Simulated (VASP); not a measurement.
Crystal: CsSb2.

```
CELL_PARAMETERS angstrom
4.66421 0.00000 0.00000
-2.33211 4.03933 0.00000
0.00000 0.00000 5.03611
ATOMIC_POSITIONS crystal
Cs 0.00000 0.00000 0.00000
Sb 0.33333 0.66667 0.50000
Sb 0.66667 0.33333 0.50000
```

| Item | Value |
| --- | --- |
| Program | VASP 6.6.1 |
| Task | relaxation of cell and atoms |
| Functional | PBE |
| Potentials or basis | VASP PAW PBE potentials, release 64 (Cs_sv, Sb) |
| Cutoff | 600 eV |
| k mesh | 6 × 6 × 4 |
| Occupations | gaussian, width 0.1 eV |
| Spin | no spin polarisation |

At the start: pressure 16.2 GPa; volume 31.63 Å³/atom.

**Question.** How do energy, volume and symmetry change on relaxing?

**Answer.** Over 10 steps the energy falls by 496.0 meV/atom and the volume is 45.85 Å³/atom (+45.0 %); space group P6/mmm (No. 191, to 0.05 Å).

Step by step:
| step | energy change (eV) | largest force (eV/Å) | pressure (GPa) | volume (Å³) |
| --- | --- | --- | --- | --- |
| 1 | 0.0000 | 0.0000 | 16.18 | 94.88 |
| 2 | -1.2133 | 0.0000 | -2.38 | 145.51 |
| 3 | -1.3953 | 0.0000 | 0.40 | 127.33 |
| 4 | -1.3955 | 0.0000 | 0.25 | 128.04 |
| 5 | -1.4314 | 0.0000 | 0.21 | 130.00 |
| 6 | -1.4866 | 0.0000 | 0.21 | 135.62 |
| 7 | -1.4872 | 0.0000 | 0.23 | 136.44 |
| 8 | -1.4873 | 0.0000 | 0.23 | 136.28 |
| 9 | -1.4876 | 0.0000 | -0.17 | 138.58 |
| 10 | -1.4881 | 0.0000 | 0.01 | 137.54 |

Final structure:
```cif
data_structure
_symmetry_space_group_name_H-M 'P 1'
_symmetry_Int_Tables_number 1
_cell_length_a 5.1743
_cell_length_b 5.1743
_cell_length_c 5.9318
_cell_angle_alpha 90.000
_cell_angle_beta 90.000
_cell_angle_gamma 120.000
_cell_volume 137.54
loop_
_atom_site_label
_atom_site_type_symbol
_atom_site_fract_x
_atom_site_fract_y
_atom_site_fract_z
_atom_site_occupancy
Cs1 Cs 0.00000 0.00000 0.00000 1
Sb1 Sb 0.33333 0.66667 0.50000 1
Sb2 Sb 0.66667 0.33333 0.50000 1
```

Caveat: the volume moved by over 15 % at a fixed basis, so the end points are rough.
